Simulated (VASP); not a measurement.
Input of a VASP 6.6.1 run:

The input INCAR:

```
SYSTEM = Ti3C
PREC = Accurate
ENCUT = 520
EDIFF = 1E-7
ISMEAR = 0
SIGMA = 0.1
LREAL = .False.
LASPH = .True.
NELM = 100
ALGO = Normal
ISIF = 2
LWAVE = .False.
LCHARG = .True.
LDIPOL = .True.
IDIPOL = 3
DIPOL = 0.5 0.5 0.365
GGA = PE
LELF = .True.
LVHAR = .True.
LVACPOTAV = .True.
NBANDS = 28
```

The input KPOINTS:

```
regular mesh
0
Gamma
  9 9 1
  0 0 0
```

POSCAR

```
Ti3C
1.0
    2.9075446938      0.0000000000      0.0000000000
   -1.4537723469      2.5180075675      0.0000000000
    0.0000000000      0.0000000000     19.9935259089
Ti C
3 1
Direct
    0.6666666667      0.3333333333      0.2000647619
    0.3333333333      0.6666666667      0.3124429307
    0.0000000000      0.0000000000      0.4248138096
    0.0000000000      0.0000000000      0.5236786632
```

Potentials or basis: VASP PAW PBE potentials, release 64 (Ti_sv, C).

Run with:

```console
$ cat potpaw_PBE.64/Ti_sv/POTCAR potpaw_PBE.64/C/POTCAR > POTCAR
$ mpirun -np 1 vasp_std > vasp.out
```

(1) Predict the band gap on the k mesh.

(2) Predict the largest force.

Answers

(1) zero (band 20 reaches 0.53 eV, above the bottom of band 21 at -0.43 eV).

(2) 0.569 eV/Å.
